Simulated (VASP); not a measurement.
A run of VASP 6.6.1 is set up as follows.

INCAR

```
SYSTEM = Sc
PREC = Accurate
ENCUT = 600
EDIFF = 1E-6
ISMEAR = 0
SIGMA = 0.05
LREAL = .FALSE.
LASPH = .TRUE.
NELM = 80
ALGO = Normal
ISIF = 3
LWAVE = .FALSE.
LCHARG = .FALSE.
GGA = PS
IBRION = 2
NSW = 80
EDIFFG = -0.02
PSTRESS = 100.0
```

The input KPOINTS:

```
Automatic mesh
0
G
  9 9 9
  0 0 0
```

Contents of POSCAR:

```
Sc
1.0
    1.8400000000      1.8400000000      1.8400000000
   -1.8400000000      1.8400000000      1.8400000000
   -1.8400000000     -1.8400000000      1.8400000000
Sc
1
Direct
    0.0000000000      0.0000000000      0.0000000000
```

Potentials or basis: VASP PAW PBE potentials, release 64 (Sc_sv).

Launch:

```sh
$ cat potpaw_PBE.64/Sc_sv/POTCAR > POTCAR
$ mpirun -np 1 vasp_std > vasp.out
```

(1) Estimate the relaxed cell.

(2) Estimate the space group after relaxing (to 0.05 Å).

(3) Estimate the relaxed volume.

## Answers

(1) a = 2.998 Å, b = 2.998 Å, c = 2.998 Å, α = 70.53°, β = 109.47°, γ = 70.53°.

(2) Im-3m (No. 229).

(3) 20.74 Å³/atom.

Caveat: the cell is relaxed towards a set pressure, so the enthalpy falls and the energy may rise; the volume moved by over 15 % at a fixed basis, so the end points are rough; the PAW data sets were made with another functional, which shifts forces and pressure a little.
